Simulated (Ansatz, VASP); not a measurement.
Given: the input of a run of Ansatz 0.2.0 on GaF.

input.yaml

```yaml
crystal:
  lattice:
    - [3.16592, 0.0, 0.0]
    - [0.0, 3.16592, 0.0]
    - [0.0, 0.0, 3.16592]
  atoms:
    - { symbol: Ga, position: [0.0, 0.0, 0.0] }
    - { symbol: F, position: [0.5, 0.5, 0.5] }
hamiltonian:
  xc: { exchange: r2scan, correlation: r2scan, exx: { coeff: 0.1 } }
  pseudopotentials: { kind: paw }
kpoints:
  mp_grid: { grid: [5, 5, 5] }
scf:
  occupations: { method: fermi_dirac, width: 0.05 }
output:
  forces: true
  stress: true
  eigenvalues: true
```

Potentials or basis: Ansatz PAW.

Command:

```bash
$ ansatz run input.yaml --threads 2 --pin off --max-ram 5632MiB --backend cpu --events-out ev --progress --plain --runs-dir out
```

Translate it to VASP 6.6.1. Potentials there: VASP PAW PBE potentials, release 64 (Ga_d, F).

As run (the cutoff follows the program's own potentials):

POSCAR

```
GaF
1.0
    3.1659200000      0.0000000000      0.0000000000
    0.0000000000      3.1659200000      0.0000000000
    0.0000000000      0.0000000000      3.1659200000
Ga F
1 1
Direct
    0.0000000000      0.0000000000      0.0000000000
    0.5000000000      0.5000000000      0.5000000000
```

File INCAR.step1:

```
SYSTEM = GaF
PREC     = Accurate       ! precision mode
ENCUT    = 520            ! plane-wave cutoff, eV
EDIFF    = 1E-5           ! SCF threshold, eV
ISMEAR   = -1             ! smearing method
SIGMA    = 0.05           ! smearing width, eV
LREAL    = .False.        ! projectors in reciprocal space
LASPH    = .True.         ! aspherical terms in the spheres
NELM     = 100            ! most SCF steps
ALGO     = Normal         ! electronic algorithm
ISIF     = 2              ! what is computed and relaxed
LWAVE    = .True.         ! write WAVECAR
LCHARG   = .False.        ! write CHGCAR
GGA      = PE             ! functional
NBANDS   = 17             ! bands
```

File INCAR.step2:

```
SYSTEM = GaF
PREC     = Accurate       ! precision mode
ENCUT    = 520            ! plane-wave cutoff, eV
EDIFF    = 1E-7           ! SCF threshold, eV
ISMEAR   = -1             ! smearing method
SIGMA    = 0.05           ! smearing width, eV
LREAL    = .False.        ! projectors in reciprocal space
LASPH    = .True.         ! aspherical terms in the spheres
NELM     = 100            ! most SCF steps
ALGO     = Normal         ! electronic algorithm
ISIF     = 2              ! what is computed and relaxed
LWAVE    = .False.        ! write WAVECAR
LCHARG   = .False.        ! write CHGCAR
METAGGA  = R2SCAN         ! meta-GGA
LHFCALC  = .True.         ! exact exchange
AEXX     = 0.1            ! exact-exchange fraction
LMIXTAU  = .True.       
PRECFOCK = Normal       
ISTART   = 1            
NBANDS   = 17             ! bands
```

KPOINTS

```
Automatic mesh
0
Gamma
  5 5 5
  0 0 0
```

Potentials or basis: VASP PAW PBE potentials, release 64 (Ga_d, F).

Launch:

```bash
$ cat potpaw_PBE.64/Ga_d/POTCAR potpaw_PBE.64/F/POTCAR > POTCAR
$ cp INCAR.step1 INCAR
$ mpirun -np 1 vasp_std > vasp.out
$ cp INCAR.step2 INCAR
$ mpirun -np 1 vasp_std > vasp.out
```

Both were run:

|  | VASP | Ansatz | Ansatz less VASP |
| --- | --- | --- | --- |
| gap on the k mesh at the Fermi level (eV) | 3.02 | 3.00 | -0.024 |
| least direct gap on the mesh (eV) | 3.71 | 3.70 | -0.010 |
| pressure (GPa) | -2.1 | -2.0 | +0.14 |

VASP's potentials were made for PBE, not for r2SCAN-based global hybrid.

Noted on Ansatz's run: odd divisions of the mesh miss points on the zone boundary, where band edges often lie, so the gap on the mesh can be too wide.
